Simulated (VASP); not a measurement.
# Fe (Im-3m) in VASP: settings compared

Aim: see how the results for Fe move with the level of theory and the settings. Levels: PBEsol+D4, b88 exchange, pbe correlation, BLYP+D4. Tasks: single point.

Everything below comes from runs of VASP 6.6.1. Logs are shortened: lines on timing, memory, paths and dates and some standing lists are left out, and cuts for length are marked.

## (1) The cell of the first run

It takes space group Im-3m (No. 229, cubic). Conventional cell: a = 2.886 Å, b = 2.886 Å, c = 2.886 Å, α = 90.00°, β = 90.00°, γ = 90.00°. Fe (site symmetry m-3m) has 14 Fe at 2.50 to 2.89 Å within 3.3 Å.

## (2) Single point, PBEsol+D4, collinear spin, ferromagnetic start

File INCAR:

```
PREC = Accurate
ENCUT = 690
EDIFF = 1E-6
ISMEAR = -1
SIGMA = 0.05
LREAL = F
LASPH = T
NELM = 200
ALGO = Normal
ISIF = 2
LWAVE = F
LCHARG = T
ISPIN = 2
MAGMOM = 3
LORBIT = 11
LMAXMIX = 4
GGA = PS
IVDW = 13
LELF = T
LVHAR = T
NBANDS = 18
GGA_COMPAT = F
```

File KPOINTS:

```
Automatic mesh
0
Gamma
  13 13 13
```

File POSCAR:

```
Fe
1.0
   -1.4430000000      1.4430000000      1.4430000000
    1.4430000000     -1.4430000000      1.4430000000
    1.4430000000      1.4430000000     -1.4430000000
Fe
1
Direct
    0.0000000000      0.0000000000      0.0000000000
```

Potentials or basis: VASP PAW PBE potentials, release 64 (Fe_sv).

Command:

```console
$ cat potpaw_PBE.64/Fe_sv/POTCAR > POTCAR
$ mpirun -np 1 vasp_std > vasp.out
```

OUTCAR:

```text
PREC = Accurate
   ENCUT = 690
   EDIFF = 1E-6
   ISMEAR = -1
   LREAL = F
   LASPH = T
   NELM = 200
   ISIF = 2
   ISPIN = 2
   LORBIT = 11
   GGA = PS
   IVDW = 13

 ion  position               nearest neighbor table
   1  0.000  0.000  0.000-

  LATTYP: Found a body centered cubic cell.
 ALAT       =     2.8860000000

  Lattice vectors:

 A1 = (  -1.4430000000,   1.4430000000,   1.4430000000)
 A2 = (   1.4430000000,  -1.4430000000,   1.4430000000)
 A3 = (   1.4430000000,   1.4430000000,  -1.4430000000)

Analysis of symmetry for initial positions (statically):
=====================================================================
 Subroutine PRICEL returns:
 Original cell was already a primitive cell.

 Routine SETGRP: Setting up the symmetry group for a
 body centered cubic supercell.

 Subroutine GETGRP returns: Found 48 space group operations
 (whereof 48 operations were pure point group operations)
 out of a pool of 48 trial point group operations.

The static configuration has the point symmetry O_h .

Analysis of symmetry for dynamics (positions and initial velocities):
=====================================================================
 Subroutine PRICEL returns:
 Original cell was already a primitive cell.

 Routine SETGRP: Setting up the symmetry group for a
 body centered cubic supercell.

 Subroutine GETGRP returns: Found 48 space group operations
 (whereof 48 operations were pure point group operations)
 out of a pool of 48 trial point group operations.

The dynamic configuration has the point symmetry O_h .

Analysis of structural, dynamic, and magnetic symmetry:
=====================================================================
 Subroutine PRICEL returns:
 Original cell was already a primitive cell.

 Routine SETGRP: Setting up the symmetry group for a
 body centered cubic supercell.

 Subroutine GETGRP returns: Found 48 space group operations
 (whereof 48 operations were pure point group operations)
 out of a pool of 48 trial point group operations.

The overall configuration has the point symmetry O_h .

 Subroutine INISYM returns: Found 48 space group operations
 (whereof 48 operations are pure point group operations),
 and found     1 'primitive' translations

----------------------------------------------------------------------------------------

                                     Primitive cell

  volume of cell :      12.0187

  direct lattice vectors                    reciprocal lattice vectors
    -1.443000000  1.443000000  1.443000000     0.000000000  0.346500347  0.346500347
     1.443000000 -1.443000000  1.443000000     0.346500347  0.000000000  0.346500347
     1.443000000  1.443000000 -1.443000000     0.346500347  0.346500347  0.000000000

  length of vectors
[... 98 lines left out ...]
   IMIX   =      4    mixing-type and parameters
     AMIX     =   0.40;   BMIX     =  1.00
     AMIX_MAG =   1.60;   BMIX_MAG =  1.00
  volume/ion in A,a.u.               =      12.02        81.11
  Fermi-wavevector in a.u.,A,eV,Ry     =   1.800923  3.403251 44.128101  3.243324
  Thomas-Fermi vector in A             =   2.861551
   LORBIT       =     11    0 simple, 1 ext, 2 COOP (PROOUT), +10 PAW based schemes
   GGA     = PS    functional components
   LHFCALC =     F    Hartree Fock is set to
   AEXX    =    0.0000 exact exchange contribution
   IVDW    =    13    specifies the selected vdW correction
   LEPSILON=     F    determine dielectric tensor
   LRPA    =     F    only Hartree local field effects (RPA)
 spin polarized calculation
  energy-cutoff  :      690.00
  volume of cell :       12.02
 maximum number of plane-waves:       531
 NGX is ok and might be reduce to    24
   NGX = 11   NGY = 11   NGZ = 11

 number of electron      15.9999991 magnetization       2.2635219

 Free energy of the ion-electron system (eV)
  ---------------------------------------------------
  ext. energy  EPLUGINS =         0.00000000
  ---------------------------------------------------
  free energy    TOTEN  =        -8.95478496 eV

  energy without entropy =       -8.94464168  energy(sigma->0) =       -8.94971332

 E-fermi :  11.0263     XC(G=0): -13.5568

 val. band max:       11.0100524369   @ k =  -0.3846   0.3846   0.2308
 cond. band min:      11.0343403912   @ k =  -0.4615  -0.4615   0.2308
 fundamental gap:      0.0242879543
 Fermi energy:        11.0262644720

 spin component 1

 k-point     1 :       0.0000    0.0000    0.0000
  band No.  band energies     occupation
      1     -76.7055      1.00000
      2     -42.6637      1.00000
      3     -42.6637      1.00000
      4     -42.6637      1.00000
      5       2.8108      1.00000
      6       8.8313      1.00000
[... 493 lines left out ...]
     17      44.3632      0.00000
     18      47.6638      0.00000

 [... further k-points ...]

 spin component 2

 k-point     1 :       0.0000    0.0000    0.0000
  band No.  band energies     occupation
      1     -74.0074      1.00000
      2     -40.0137      1.00000
      3     -40.0136      1.00000
      4     -40.0136      1.00000
      5       3.0393      1.00000
      6      10.8448      0.97417
[... 493 lines left out ...]
     17      44.7439      0.00000
     18      48.2107      0.00000

 [... further k-points ...]

------------------------ aborting loop because EDIFF is reached ----------------------------------------

  DFT-D4 for vdW energy calculation

  Edisp (eV):   -0.19301

  FORCE on cell =-STRESS in cart. coord.  units (eV):
  Direction    XX          YY          ZZ          XY          YZ          ZX
  --------------------------------------------------------------------------------------
  -------------------------------------------------------------------------------------
  Total      -1.62165    -1.62165    -1.62165     0.00000     0.00000     0.00000
  in kB    -216.17674  -216.17674  -216.17674     0.00000     0.00000     0.00000
  external pressure =     -216.18 kB  Pullay stress =        0.00 kB

 VOLUME and BASIS-vectors are now :
 -----------------------------------------------------------------------------
  energy-cutoff  :      690.00
  volume of cell :       12.02
      direct lattice vectors                 reciprocal lattice vectors
    -1.443000000  1.443000000  1.443000000     0.000000000  0.346500347  0.346500347
     1.443000000 -1.443000000  1.443000000     0.346500347  0.000000000  0.346500347
     1.443000000  1.443000000 -1.443000000     0.346500347  0.346500347  0.000000000

 POSITION                                       TOTAL-FORCE (eV/Angst)
 -----------------------------------------------------------------------------------
      0.00000      0.00000      0.00000         0.000000      0.000000      0.000000
 -----------------------------------------------------------------------------------
    total drift:                                0.000000      0.000000      0.000000

  FREE ENERGIE OF THE ION-ELECTRON SYSTEM (eV)
  ---------------------------------------------------
  free  energy   TOTEN  =        -9.1477944803 eV

  energy  without entropy=       -9.1376512073  energy(sigma->0) =       -9.14272284

 total charge

# of ion       s       p       d       tot
------------------------------------------
    1        2.179   6.027   5.504  13.709

 magnetization (x)

# of ion       s       p       d       tot
------------------------------------------
    1       -0.001  -0.008   2.274   2.265
```

It took 33 s on 1 thread of Intel Xeon 6975P-C (Granite Rapids), shared host; peak memory 0.17 GiB.

Results:

```yaml
Free_energy: -9.1478 eV
Pressure: -21.6 GPa
Net_moment: 2.26 μB per cell
Site_moments: Fe +2.27 μB
Valence_electrons_inside_the_program's_atomic_spheres: Fe 13.71
Dispersion_energy_per_atom: -0.193 eV
```

Caveat: the cell stands under tension; the PAW data sets were made with another functional, which shifts forces and pressure a little.

(Part 1 of 2 ends here.)
